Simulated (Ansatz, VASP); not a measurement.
**Sn3GeO4: VASP beside Ansatz**

```
Sn Ge O
1.0
    -2.69120    2.69120    4.97945
     2.69120   -2.69120    4.97945
     2.69120    2.69120   -4.97945
Sn Ge O
3 1 4
Cartesian
  0.0000 0.0000 6.2596
  2.6912 0.0000 3.6472
  0.0000 2.6912 3.6472
  0.0000 0.0000 1.4903
  1.3713 1.3713 -2.5162
  1.3199 1.3199 2.4632
  1.3199 -1.3199 2.4632
  -1.3199 1.3199 2.4632
```

Alike in both runs: task single point; functional PBE; k mesh 4 × 4 × 4; occupations gaussian, width 0.1 eV; no spin polarisation.

|  | VASP | Ansatz |
| --- | --- | --- |
| version | VASP 6.6.1 | Ansatz 0.2.0 |
| potentials or method | VASP PAW PBE potentials, release 64 (Sn_d, Ge_d, O_h), cutoff 1340 eV | scalar-relativistic, plane waves, PAW |
| valence electrons in the cell | 80 | 80 |

VASP gave:

```
gap on the k mesh at the Fermi level (eV) : 0.79
least direct gap on the mesh (eV)         : 2.08
pressure (GPa)                            : 0.2
rms of the force components (eV/Å)        : 0.026
```

Question: What did Ansatz give for the same quantities?

Answer: gap on the k mesh at the Fermi level (eV): 0.77; least direct gap on the mesh (eV): 2.07; pressure (GPa): 0.0; rms of the force components (eV/Å): 0.002.

Atom by atom the forces differ by 0.027 eV/Å (rms over components). The functional is the same, so the differences come from potentials, cutoffs and numerics.
